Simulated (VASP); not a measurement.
A run of VASP 6.6.1 is set up as follows.

The input INCAR:

```
SYSTEM = TaSi2
ALGO     = Normal         ! electronic algorithm
EDIFF    = 1E-6           ! SCF threshold, eV
ENCUT    = 520            ! plane-wave cutoff, eV
GGA      = PE             ! functional
ISIF     = 2              ! what is computed and relaxed
ISMEAR   = 0              ! smearing method
LASPH    = .TRUE.         ! aspherical terms in the spheres
LCHARG   = .FALSE.        ! write CHGCAR
LREAL    = .FALSE.        ! projectors in reciprocal space
LWAVE    = .FALSE.        ! write WAVECAR
NBANDS   = 38             ! bands
NELM     = 80             ! most SCF steps
PREC     = Accurate       ! precision mode
SIGMA    = 0.05           ! smearing width, eV
```

The input KPOINTS:

```
k-points
0
G
  9 9 6
  0 0 0
```

The input POSCAR:

```
TaSi2
1.0
    4.7839000000      0.0000000000      0.0000000000
   -2.3919500000      4.1429789292      0.0000000000
    0.0000000000      0.0000000000      6.5700000000
Ta Si
3 6
Direct
    0.5000000000      0.0000000000      0.0000000000
    0.5000000000      0.5000000000      0.6666666667
    0.0000000000      0.5000000000      0.3333333333
    0.1589700000      0.3179400000      0.0000000000
    0.8410300000      0.1589700000      0.6666666667
    0.6820600000      0.8410300000      0.3333333333
    0.8410300000      0.6820600000      0.0000000000
    0.1589700000      0.8410300000      0.6742770168
    0.3179400000      0.1589700000      0.3333333333
```

Potentials or basis: VASP PAW PBE potentials, release 64 (Ta_pv, Si).

The run is started by

```bash
$ cat potpaw_PBE.64/Ta_pv/POTCAR potpaw_PBE.64/Si/POTCAR > POTCAR
$ mpirun -np 1 vasp_std > vasp.out
```

(1) Estimate the largest force.

(2) Estimate the band gap on the k mesh.

(3) What does it give for the pressure?

Results:

(1) 0.622 eV/Å.

(2) zero (an odd number of electrons rules out a gap without spin polarisation).

(3) 2.7 GPa.

Caveat: spin-orbit coupling is left out, which moves the levels of the heavy elements.
